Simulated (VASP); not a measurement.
# ZnO (Fm-3m) in VASP: settings compared, part 2 of 2

VASP 6.6.1.

### 5 Single point, LDA

INCAR reads:

```
SYSTEM = ZnO
ALGO = Normal
EDIFF = 1E-6
ENCUT = 910
GGA_COMPAT = .False.
ISIF = 2
ISMEAR = 0
LASPH = .True.
LCHARG = .True.
LELF = .True.
LREAL = .False.
LVHAR = .True.
LWAVE = .False.
NBANDS = 16
NELM = 120
PREC = Accurate
SIGMA = 0.02
```

KPOINTS reads:

```
k-points
0
Gamma
  12 12 12
  0 0 0
```

POSCAR reads:

```
ZnO
1.0
    0.0000000000      2.1648613428      2.1648613428
    2.1648613428      0.0000000000      2.1648613428
    2.1648613428      2.1648613428      0.0000000000
Zn O
1 1
Direct
    0.0000000000      0.0000000000      0.0000000000
    0.5000000000      0.5000000000      0.5000000000
```

Potentials or basis: VASP PAW LDA potentials, release 64 (Zn, O_h).

Started as:

```bash
$ cat potpaw_LDA.64/Zn/POTCAR potpaw_LDA.64/O_h/POTCAR > POTCAR
$ mpirun -np 1 vasp_std > vasp.out
```

OUTCAR:

```text
SYSTEM = ZnO
   EDIFF = 1E-6
   ENCUT = 910
   ISIF = 2
   ISMEAR = 0
   LASPH = .True.
   LREAL = .False.
   NELM = 120
   PREC = Accurate

 ion  position               nearest neighbor table
   1  0.000  0.000  0.000-   2 2.16   2 2.16   2 2.16   2 2.16   2 2.16   2 2.16
   2  0.500  0.500  0.500-   1 2.16   1 2.16   1 2.16   1 2.16   1 2.16   1 2.16

  LATTYP: Found a face centered cubic cell.
 ALAT       =     4.3297226856

  Lattice vectors:

 A1 = (   0.0000000000,   2.1648613428,   2.1648613428)
 A2 = (   2.1648613428,   0.0000000000,   2.1648613428)
 A3 = (   2.1648613428,   2.1648613428,   0.0000000000)

Analysis of symmetry for initial positions (statically):
=====================================================================
 Subroutine PRICEL returns:
 Original cell was already a primitive cell.

 Routine SETGRP: Setting up the symmetry group for a
 face centered cubic supercell.

 Subroutine GETGRP returns: Found 48 space group operations
 (whereof 48 operations were pure point group operations)
 out of a pool of 48 trial point group operations.

The static configuration has the point symmetry O_h .

Analysis of symmetry for dynamics (positions and initial velocities):
=====================================================================
 Subroutine PRICEL returns:
 Original cell was already a primitive cell.

 Routine SETGRP: Setting up the symmetry group for a
 face centered cubic supercell.

 Subroutine GETGRP returns: Found 48 space group operations
 (whereof 48 operations were pure point group operations)
 out of a pool of 48 trial point group operations.

The dynamic configuration has the point symmetry O_h .

 Subroutine INISYM returns: Found 48 space group operations
 (whereof 48 operations are pure point group operations),
 and found     1 'primitive' translations

----------------------------------------------------------------------------------------

                                     Primitive cell

  volume of cell :      20.2918

  direct lattice vectors                    reciprocal lattice vectors
     0.000000000  2.164861343  2.164861343    -0.230961674  0.230961674  0.230961674
     2.164861343  0.000000000  2.164861343     0.230961674 -0.230961674  0.230961674
     2.164861343  2.164861343  0.000000000     0.230961674  0.230961674 -0.230961674

  length of vectors
     3.061576272  3.061576272  3.061576272     0.400037354  0.400037354  0.400037354

  position of ions in fractional coordinates (direct lattice)
     0.000000000  0.000000000  0.000000000
     0.500000000  0.500000000  0.500000000

  ion indices of the primitive-cell ions
   primitive index   ion index
                 1           1
                 2           2

----------------------------------------------------------------------------------------

 KPOINTS: k-points

Automatic generation of k-mesh.
 Grid dimensions read from file:
 generate k-points for:   12   12   12

 Generating k-lattice:

  Cartesian coordinates                     Fractional coordinates (reciprocal lattice)
    -0.019246806  0.019246806  0.019246806     0.083333333  0.000000000  0.000000000
     0.019246806 -0.019246806  0.019246806     0.000000000  0.083333333  0.000000000
     0.019246806  0.019246806 -0.019246806     0.000000000  0.000000000  0.083333333

  Length of vectors
     0.033336446  0.033336446  0.033336446

  Shift w.r.t. Gamma in fractional coordinates (k-lattice)
     0.000000000  0.000000000  0.000000000

 Subroutine IBZKPT returns following result:
 ===========================================

 Found     72 irreducible k-points:

 Following reciprocal coordinates:
            Coordinates               Weight
  0.000000  0.000000  0.000000      1.000000
  0.083333  0.000000  0.000000      8.000000
  0.166667  0.000000  0.000000      8.000000
  0.250000  0.000000  0.000000      8.000000
  0.333333  0.000000  0.000000      8.000000
  0.416667  0.000000  0.000000      8.000000
[... 16 lines left out ...]
  0.500000  0.166667  0.000000     24.000000
 -0.416667  0.166667  0.000000     24.000000
 [... further k-points ...]
   k-points           NKPTS =     72   k-points in BZ     NKDIM =     72   number of bands    NBANDS=     16
   number of dos      NEDOS =    301   number of ions     NIONS =      2
   total plane-waves  NPLWV =  27000
   dimension x,y,z NGX =    30 NGY =   30 NGZ =   30
   dimension x,y,z NGXF=    60 NGYF=   60 NGZF=   60
   ions per type =               1   1
   NGX,Y,Z   is equivalent  to a cutoff of  16.29, 16.29, 16.29 a.u.
   NGXF,Y,Z  is equivalent  to a cutoff of  32.58, 32.58, 32.58 a.u.
 SYSTEM =  ZnO
   PREC   = accura    normal or accurate (medium, high low for compatibility)
   ISTART =      0    job   : 0-new  1-cont  2-samecut
   ICHARG =      2    charge: 1-file 2-atom 10-const
   ISPIN  =      1    spin polarized calculation?
   LNONCOLLINEAR =      F non collinear calculations
   LSORBIT =      F    spin-orbit coupling
   LASPH  =      T    aspherical Exc in radial PAW
   ENCUT  =  910.0 eV  66.88 Ry    8.18 a.u.   7.53  7.53  7.53*2*pi/ulx,y,z
   NELM   =    120;   NELMIN=  2; NELMDL= -5     # of ELM steps
   EDIFF  = 0.1E-05   stopping-criterion for ELM
   LREAL  =      F    real-space projection
[... 7 lines left out ...]
   TEBEG  =    0.0;   TEEND  =   0.0 temperature during run
   PSTRESS=    0.0 pullay stress
   NELECT =      18.0000    total number of electrons
   NUPDOWN=      -1.0000    fix difference up-down
   EMIN   =  10.00;   EMAX   =-10.00  energy-range for DOS
   EFERMI =   0.00;   METHOD = LEGACY
   ISMEAR =     0;   SIGMA  =   0.02  broadening in eV -4-tet -1-fermi 0-gaus
   EFERMI_NEDOS =   21; number of points for ismear=-14 and -15
   IALGO  =     38    algorithm
   IMIX   =      4    mixing-type and parameters
     AMIX     =   0.40;   BMIX     =  1.00
     AMIX_MAG =   1.60;   BMIX_MAG =  1.00
  volume/ion in A,a.u.               =      10.15        68.47
  Fermi-wavevector in a.u.,A,eV,Ry     =   1.572989  2.972517 33.664803  2.474293
  Thomas-Fermi vector in A             =   2.674340
   LORBIT       =      0    0 simple, 1 ext, 2 COOP (PROOUT), +10 PAW based schemes
   GGA     = CA    functional components
   LHFCALC =     F    Hartree Fock is set to
   AEXX    =    0.0000 exact exchange contribution
   IVDW    =     0    specifies the selected vdW correction
   LEPSILON=     F    determine dielectric tensor
   LRPA    =     F    only Hartree local field effects (RPA)
 non-spin polarized calculation
 Gauss-broadening in eV      SIGMA  =   0.02
  energy-cutoff  :      910.00
  volume of cell :       20.29
 maximum number of plane-waves:      1284
   NGX = 15   NGY = 15   NGZ = 15

 number of electron      17.9999996 magnetization

 Free energy of the ion-electron system (eV)
  ---------------------------------------------------
  ext. energy  EPLUGINS =         0.00000000
  ---------------------------------------------------
  free energy    TOTEN  =       -10.30843742 eV

  energy without entropy =      -10.30843742  energy(sigma->0) =      -10.30843742

 E-fermi :   2.7025     XC(G=0): -12.6032

 val. band max:        2.4806881000   @ k =   0.5000   0.0000   0.0000
 cond. band min:       3.1953173546   @ k =   0.0000   0.0000   0.0000
 fundamental gap:      0.7146292545
 Fermi energy:         2.7024933588

 k-point     1 :       0.0000    0.0000    0.0000
  band No.  band energies     occupation
      1     -15.5365      2.00000
      2      -2.4246      2.00000
      3      -2.4246      2.00000
      4      -2.4246      2.00000
      5      -2.2235      2.00000
      6      -2.2235      2.00000
[... 8 lines left out ...]
     15      21.0965      0.00000
     16      21.0965      0.00000

 k-point     2 :       0.0833    0.0000    0.0000
  band No.  band energies     occupation
      1     -15.4608      2.00000
      2      -2.4701      2.00000
      3      -2.4248      2.00000
      4      -2.4248      2.00000
      5      -2.2870      2.00000
      6      -2.2870      2.00000
[... 8 lines left out ...]
     15      21.3602      0.00000
     16      21.3602      0.00000
[... 387 lines left out ...]
      5      -2.0977      2.00000
      6      -2.0031      2.00000
[... 8 lines left out ...]
     15      25.4912      0.00000
     16      27.0730      0.00000

 k-point    24 :      -0.4167    0.1667    0.0000
  band No.  band energies     occupation
      1     -14.1377      2.00000
      2      -4.2948      2.00000
      3      -3.1665      2.00000
      4      -3.1638      2.00000
      5      -2.0409      2.00000
      6      -2.0338      2.00000
[... 8 lines left out ...]
     15      24.9175      0.00000
     16      25.6790      0.00000

 [... further k-points ...]
[... 5 lines left out ...]
  --------------------------------------------------------------------------------------
  -------------------------------------------------------------------------------------
  Total       -1.6986761     -1.6986761     -1.6986761     -0.0000000     -0.0000000      0.0000000
  in kB     -134.1222766   -134.1222766   -134.1222766     -0.0000000     -0.0000000      0.0000000
  external PRESSURE =    -134.1222766 kB  Pullay stress =       0.0000000 kB

 VOLUME and BASIS-vectors are now :
 -----------------------------------------------------------------------------
  energy-cutoff  :      910.00
  volume of cell :       20.29
      direct lattice vectors                 reciprocal lattice vectors
     0.000000000  2.164861343  2.164861343    -0.230961674  0.230961674  0.230961674
     2.164861343  0.000000000  2.164861343     0.230961674 -0.230961674  0.230961674
     2.164861343  2.164861343  0.000000000     0.230961674  0.230961674 -0.230961674

 POSITION                                       TOTAL-FORCE (eV/Angst)
 -----------------------------------------------------------------------------------
      0.00000      0.00000      0.00000        -0.000000     -0.000000      0.000000
      2.16486      2.16486      2.16486         0.000000      0.000000     -0.000000
 -----------------------------------------------------------------------------------
    total drift:                                0.000000      0.000000      0.000000

  FREE ENERGIE OF THE ION-ELECTRON SYSTEM (eV)
  ---------------------------------------------------
  free  energy   TOTEN  =       -10.3084374177 eV

  energy  without entropy=      -10.3084374177  energy(sigma->0) =      -10.30843742
```

stdout:

```text
POSCAR found type information on POSCAR ZnO
 POSCAR found :  2 types and       2 ions
 scaLAPACK will be used
 LDA part: xc-table for (Slater(with rela. corr.)+CA(PZ))
 , standard interpolation
 POSCAR, INCAR and KPOINTS ok, starting setup
 FFT: planning ... GRIDC
 FFT: planning ... GRID_SOFT
 FFT: planning ... GRID
 WAVECAR not read
 entering main loop
```

Run time: 26 s. Hardware: 1 thread of Intel Xeon Platinum 8559C (Emerald Rapids), shared host; peak memory 0.18 GiB.

Results:

| Quantity | Value |
| --- | --- |
| Free energy | -10.3084 eV |
| Pressure | -13.4 GPa |
| Band gap on the k mesh | 0.71 eV, indirect (least direct gap 1.95 eV) |

Caveat: the cutoff is under 1.25 times the usual one of these potentials, so pressure, stress and relaxed cells hold a basis-set (Pulay) error. A k mesh can miss the band edges.

### 6 Single point, PBE (volume scaled by 0.97)

INCAR reads:

```
PREC     = Accurate       # precision mode
ENCUT    = 910            # plane-wave cutoff, eV
EDIFF    = 1E-6           # SCF threshold, eV
ISMEAR   = 0              # smearing method
SIGMA    = 0.02           # smearing width, eV
LREAL    = F              # projectors in reciprocal space
LASPH    = T              # aspherical terms in the spheres
NELM     = 120            # most SCF steps
ALGO     = Normal         # electronic algorithm
ISIF     = 2              # what is computed and relaxed
LWAVE    = F              # write WAVECAR
LCHARG   = F              # write CHGCAR
GGA      = PE             # functional
NBANDS   = 16             # bands
GGA_COMPAT= F
```

KPOINTS reads:

```
regular mesh
0
Gamma
  12 12 12
```

POSCAR reads:

```
ZnO
1.0
    0.0000000000      2.1429925613      2.1429925613
    2.1429925613      0.0000000000      2.1429925613
    2.1429925613      2.1429925613      0.0000000000
Zn O
1 1
Direct
    0.0000000000      0.0000000000      0.0000000000
    0.5000000000      0.5000000000      0.5000000000
```

Potentials or basis: VASP PAW PBE potentials, release 64 (Zn, O_h).

Started as:

```bash
$ cat potpaw_PBE.64/Zn/POTCAR potpaw_PBE.64/O_h/POTCAR > POTCAR
$ mpirun -np 1 vasp_std > vasp.out
```

Wall time 29 s (1 thread of AMD EPYC 9R45 (Zen 5), shared host); peak memory 0.17 GiB.

Results (log left out):

- Free energy: -8.6242 eV
- Pressure: 6.2 GPa
- Band gap on the k mesh: 0.86 eV, indirect (least direct gap 2.21 eV)

Levels at points of the mesh, in eV from the valence-band top:
| k point | band 5 | band 6 | band 7 | band 8 | band 9 | band 10 | band 11 | band 12 | band 13 | band 14 |
| --- | --- | --- | --- | --- | --- | --- | --- | --- | --- | --- |
| (0.00, 0.00, 0.00) | -4.64 | -4.64 | -1.35 | -1.35 | -1.35 | 0.86 | 17.96 | 17.96 | 17.96 | 18.30 |
| (0.50, 0.00, 0.00) | -4.43 | -4.43 | -3.61 | 0.00 | 0.00 | 5.43 | 9.05 | 12.79 | 12.79 | 19.26 |
| (0.50, 0.50, 0.00) | -4.32 | -4.32 | -4.01 | -2.78 | -2.78 | 4.20 | 10.65 | 11.27 | 15.36 | 15.36 |

Caveat: the cutoff is under 1.25 times the usual one of these potentials, so pressure, stress and relaxed cells hold a basis-set (Pulay) error. A k mesh can miss the band edges.

### 7 The runs side by side

```csv
task,level,potentials or basis,cell,cutoff (eV),second run,gap on the mesh (eV),pressure (GPa)
relaxation of cell and atoms,PBE,"VASP PAW PBE potentials, release 64 (Zn, O)","relaxed from a = 3.062 Å, angles 60.0°, 2 atoms",600,-,0.70,0.0
single point,PBE,"VASP PAW PBE potentials, release 64 (Zn, O_h)","a = 2.999 Å, angles 60.0°, 2 atoms",910,hard_potentials,1.00,12.8
single point,PBE,"VASP PAW PBE potentials, release 64 (Zn, O_h)","a = 3.062 Å, angles 60.0°, 2 atoms",910,hard_potentials,0.72,0.7
single point,LDA,"VASP PAW LDA potentials, release 64 (Zn, O_h)","a = 3.062 Å, angles 60.0°, 2 atoms",910,hard_potentials,0.71,-13.4
single point,PBE,"VASP PAW PBE potentials, release 64 (Zn, O_h)","a = 3.031 Å, angles 60.0°, 2 atoms",910,hard_potentials,0.86,6.2
```

Alike in all rows: no spin polarisation; k mesh 12 × 12 × 12; smearing gaussian 0.02 eV.

Caveats: the cutoff is under 1.25 times the usual one of these potentials, so pressure, stress and relaxed cells hold a basis-set (Pulay) error (some runs).

Total energies depend on the potentials used, so only differences within one code and one set of settings carry meaning.
